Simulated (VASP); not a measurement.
Write the native input for VASP 6.6.1 that does the following.

```yaml
Task: single point
Functional: PBE
Potentials_or_basis: VASP PAW PBE potentials, release 64 (Ho_3, Au, F), 4f in core
Cutoff: 600 eV
k_mesh: 3 × 3 × 3
Occupations: gaussian, width 0.15 eV
Spin: no spin polarisation
Dipole_correction: no
Mended: yes
Further_INCAR_settings: ALGO = Normal; EDIFF = 1e-06; NBANDS = 33
```

The structure of HoAuF4 lies in POSCAR:

```
HoAuF4
1.0
   -3.1080947434      3.1080947434      2.9599840886
    3.1080947434     -3.1080947434      2.9599840886
    3.1080947434      3.1080947434     -2.9599840886
Ho Au F
1 1 4
Direct
    0.5000000000      0.5000000000      0.0000000000
    0.0000000000      0.0000000000      0.0000000000
    0.0000000000      0.3308742427      0.3308742427
    0.0000000000      0.6691257573      0.6691257573
    0.3308742427      0.0000000000      0.3308742427
    0.6691257573      0.0000000000      0.6691257573
```

The cell was built from a structure type or drawn by symmetry, and may not be a known phase.

One way to write it, as run:

INCAR

```
SYSTEM = HoAuF4
PREC     = Accurate       ! precision mode
ENCUT    = 600            ! plane-wave cutoff, eV
EDIFF    = 1E-6           ! SCF threshold, eV
ISMEAR   = 0              ! smearing method
SIGMA    = 0.15           ! smearing width, eV
LREAL    = .FALSE.        ! projectors in reciprocal space
LASPH    = .TRUE.         ! aspherical terms in the spheres
NELM     = 200            ! most SCF steps
ALGO     = Normal         ! electronic algorithm
ISIF     = 2              ! what is computed and relaxed
LWAVE    = .FALSE.        ! write WAVECAR
LCHARG   = .TRUE.         ! write CHGCAR
GGA      = PE             ! functional
LELF     = .TRUE.         ! ELF
LVHAR    = .TRUE.       
NBANDS   = 33             ! bands
GGA_COMPAT= .FALSE.      
LMAXMIX  = 6              ! l up to which the mixer works
```

KPOINTS

```
regular mesh
0
G
  3 3 3
  0 0 0
```

Potentials or basis: VASP PAW PBE potentials, release 64 (Ho_3, Au, F), 4f in core.

Command:

```console
$ cat potpaw_PBE.64/Ho_3/POTCAR potpaw_PBE.64/Au/POTCAR potpaw_PBE.64/F/POTCAR > POTCAR
$ mpirun -np 1 vasp_std > vasp.out
```

Results of the run:

| Item | Value |
| --- | --- |
| Pressure | 0.3 GPa |
| Largest force | 0.033 eV/Å |
| Band gap on the k mesh | zero (bands 24 and 25 overlap by 0.91 eV) |

Caveat: the k points lie up to 0.49 Å⁻¹ apart, too coarse for converged energies and pressures of a metal; spin-orbit coupling is left out, which moves the levels of the heavy elements; the 4f electrons are frozen in the core, so they carry no moment and show no levels; the run has no spin polarisation, though such a crystal can be magnetic.

It took 64 s on 1 thread of Intel(R) Xeon(R) Platinum 8259CL CPU @ 2.50GHz (Skylake/Cascade Lake) (shared host), peak memory 0.25 GiB.
